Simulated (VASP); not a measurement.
# BiH: single point with PBE

BiH, a sheet with vacuum:

```xyz
2
Lattice="3.4005 0.0821 0.0000 -0.8307 3.2985 0.0000 0.0000 0.0000 23.8000" Properties=species:S:1:pos:R:3 pbc="T T T"
Bi    0.0000    0.0000    7.0000
H     1.2849    1.6903    7.0000
```

```json
{
 "Program": "VASP 6.6.1",
 "Task": "single point",
 "Functional": "PBE",
 "Potentials or basis": "VASP PAW PBE potentials, release 64 (Bi_d, H)",
 "Cutoff": "520 eV",
 "k mesh": "6 × 6 × 1",
 "Occupations": "gaussian, width 0.1 eV",
 "Spin": "no spin polarisation",
 "Dipole correction": "yes",
 "Further INCAR settings": "ALGO = Normal; EDIFF = 1e-06; NBANDS = 15"
}
```

- Band gap on the k mesh: zero (band 8 reaches -2.54 eV, above the bottom of band 9 at -4.38 eV)

Levels at points of the mesh, in eV from the Fermi level:
```csv
k point,band 6,band 7,band 8,band 9,band 10,band 11
"(0.00, 0.00, 0.00)",-12.48,-2.04,0.56,2.67,3.35,3.99
"(0.50, 0.00, 0.00)",-10.32,-6.53,-0.03,2.34,4.29,6.52
"(0.50, 0.50, 0.00)",-9.30,-3.22,-2.10,-1.28,1.33,5.99
```

Run time: 70 s on 1 thread of AMD EPYC 7R13 Processor (Zen 3), on a shared host, peak memory 0.35 GiB.

Caveat: spin-orbit coupling is left out, which moves the levels of the heavy elements.
